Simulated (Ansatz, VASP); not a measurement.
**Hg: VASP beside Ansatz**

```
Hg
1.0
     3.19350    0.00000    0.00000
    -1.59675    2.76565    0.00000
     0.00000    0.00000    4.69140
Hg
2
Direct
  0.66667 0.33333 0.75000
  0.33333 0.66667 0.25000
```

Alike in both runs: task single point; functional PBEsol; dispersion D3(BJ); k mesh 18 × 18 × 10; occupations gaussian, width 0.15 eV; no spin polarisation.

```csv
,VASP,Ansatz
version,VASP 6.6.1,Ansatz 0.2.0
potentials or method,"VASP PAW PBE potentials, release 64 (Hg), cutoff 520 eV","scalar-relativistic, plane waves, PAW"
valence electrons in the cell,24,40
```

|  | VASP | Ansatz | Ansatz less VASP |
| --- | --- | --- | --- |
| gap on the k mesh at the Fermi level (eV) | none | none | - |
| pressure (GPa) | 4.5 | 3.7 | -0.72 |
| traceless stress, the component that is largest in VASP (GPa) | -0.02 | -0.23 | -0.206 |

VASP's potentials were made for PBE, not for PBEsol. A gap of «none» marks a metal or a gap that the smearing closes. VASP's potentials hold 24 valence electrons a cell and Ansatz's 40, so a difference there can come from the potentials and not from the codes.

Neither program's run includes spin-orbit coupling.
